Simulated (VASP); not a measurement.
Set up this calculation in VASP 6.6.1, as the native input.

```
Task                   : relaxation of cell and atoms
Functional             : PBEsol
Potentials or basis    : VASP PAW PBE potentials, release 64 (Hf_pv, B)
Cutoff                 : 600 eV
k mesh                 : 8 × 8 × 8
Occupations            : gaussian, width 0.1 eV
Spin                   : no spin polarisation
Dipole correction      : no
Further INCAR settings : ALGO = Normal; EDIFF = 1e-06; IBRION = 2; EDIFFG = -0.05; NSW = 100; ISIF = 3
```

The structure of HfB lies in POSCAR:

```
HfB
1.0
    0.0000000000      2.3100000000      2.3100000000
    2.3100000000      0.0000000000      2.3100000000
    2.3100000000      2.3100000000      0.0000000000
Hf B
1 1
Direct
    0.5000000000      0.5000000000      0.5000000000
    0.0000000000      0.0000000000      0.0000000000
```

These files were run (other wordings do the same):

INCAR

```
PREC     = Accurate       # precision mode
ENCUT    = 600            # plane-wave cutoff, eV
EDIFF    = 1E-6           # SCF threshold, eV
ISMEAR   = 0              # smearing method
SIGMA    = 0.1            # smearing width, eV
LREAL    = False          # projectors in reciprocal space
LASPH    = True           # aspherical terms in the spheres
NELM     = 60             # most SCF steps
ALGO     = Normal         # electronic algorithm
ISIF     = 3              # what is computed and relaxed
LWAVE    = False          # write WAVECAR
LCHARG   = False          # write CHGCAR
GGA      = PS             # functional
IBRION   = 2              # ionic algorithm
NSW      = 100            # ionic steps
EDIFFG   = -0.05          # ionic threshold
```

KPOINTS

```
Automatic mesh
0
Gamma
  8 8 8
```

Potentials or basis: VASP PAW PBE potentials, release 64 (Hf_pv, B).

The run is started by

```bash
$ cat potpaw_PBE.64/Hf_pv/POTCAR potpaw_PBE.64/B/POTCAR > POTCAR
$ mpirun -np 1 vasp_std > vasp.out
```

It gave:

```
Relaxed volume                         : 13.76 Å³/atom
Relaxed cell                           : a = 3.388 Å, b = 3.388 Å, c = 3.388 Å, α = 60.00°, β = 60.00°, γ = 60.00°
Space group after relaxing (to 0.05 Å) : Fm-3m (No. 225)
Energy gained by relaxing              : 100.0 meV/atom
Ionic steps                            : 4
Pressure after relaxing                : -0.1 GPa
```

Caveat: the PAW data sets were made with another functional, which shifts forces and pressure a little; the volume moved by +12 % from the deposited cell, more than functionals usually miss.

Run time: 23 s on 1 thread of Intel(R) Xeon(R) Platinum 8375C CPU @ 2.90GHz (Ice Lake) (shared host), peak memory 0.17 GiB.
